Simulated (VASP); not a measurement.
A run of VASP 6.6.1:

The input INCAR:

```
SYSTEM = AlN
PREC     = Accurate       ! precision mode
ENCUT    = 600            ! plane-wave cutoff, eV
EDIFF    = 1E-6           ! SCF threshold, eV
ISMEAR   = 0              ! smearing method
SIGMA    = 0.01           ! smearing width, eV
LREAL    = .False.        ! projectors in reciprocal space
LASPH    = .True.         ! aspherical terms in the spheres
NELM     = 120            ! most SCF steps
ALGO     = Normal         ! electronic algorithm
ISIF     = 2              ! what is computed and relaxed
LWAVE    = .False.        ! write WAVECAR
LCHARG   = .False.        ! write CHGCAR
GGA      = PS             ! functional
NBANDS   = 11             ! bands
GGA_COMPAT= .False.
```

Contents of KPOINTS:

```
Automatic mesh
0
Gamma
  6 6 6
  0 0 0
```

Contents of POSCAR:

```
AlN
1.0
    0.0000000000      2.1773538237      2.2215202523
    2.1773538237      0.0000000000      2.2215202523
    2.1773538237      2.1773538237      0.0000000000
Al N
1 1
Direct
    0.0000000000      0.0000000000      0.0000000000
    0.2500000000      0.2500000000      0.2500000000
```

Potentials or basis: VASP PAW PBE potentials, release 64 (Al, N).

Run with:

```console
$ cat potpaw_PBE.64/Al/POTCAR potpaw_PBE.64/N/POTCAR > POTCAR
$ mpirun -np 1 vasp_std > vasp.out
```

Hardware: 1 thread of AMD EPYC 7R13 Processor (Zen 3) (shared host).

**Question.** How long does it take, and how much memory?

**Answer.** It took 7.4 s on 1 thread of AMD EPYC 7R13 Processor (Zen 3), on a shared host, peak memory 0.12 GiB. Counts: scf iterations 11, k points 30.
